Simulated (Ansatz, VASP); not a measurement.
**One calculation of TaH5, two programs**

```xyz
6
Lattice="2.5400 1.4665 2.0281 -2.5400 1.4665 2.0281 0.0000 -2.9329 2.0281" Properties=species:S:1:pos:R:3 pbc="T T T"
Ta    0.0000    0.0000    4.1915
H     1.0131   -0.5849    2.7124
H     0.0000    1.1698    2.7124
H    -1.0131   -0.5849    2.7124
H     0.0000    0.0000    0.8487
H     0.0000    0.0000    0.0514
```

Alike in both runs: functional PBE; k mesh 12 × 12 × 12; occupations gaussian, width 0.1 eV; no spin polarisation.

Ansatz relaxed the structure, and its values are those at the end. VASP's run is a single point on that final structure, the one shown.

```csv
,VASP,Ansatz
version,VASP 6.6.1,Ansatz 0.2.0
potentials or method,"VASP PAW PBE potentials, release 64 (Ta_pv, H), cutoff 520 eV","scalar-relativistic, plane waves, PAW"
valence electrons in the cell,16,18
```

|  | VASP | Ansatz | Ansatz less VASP |
| --- | --- | --- | --- |
| gap on the k mesh at the Fermi level (eV) | none | none | - |
| pressure (GPa) | -0.1 | 0.0 | +0.12 |

A gap of «none» marks a metal or a gap that the smearing closes. The functional is the same, so the differences come from potentials, cutoffs and numerics. VASP's potentials hold 16 valence electrons a cell and Ansatz's 18, so a difference there can come from the potentials and not from the codes.

Spin-orbit coupling is off throughout.
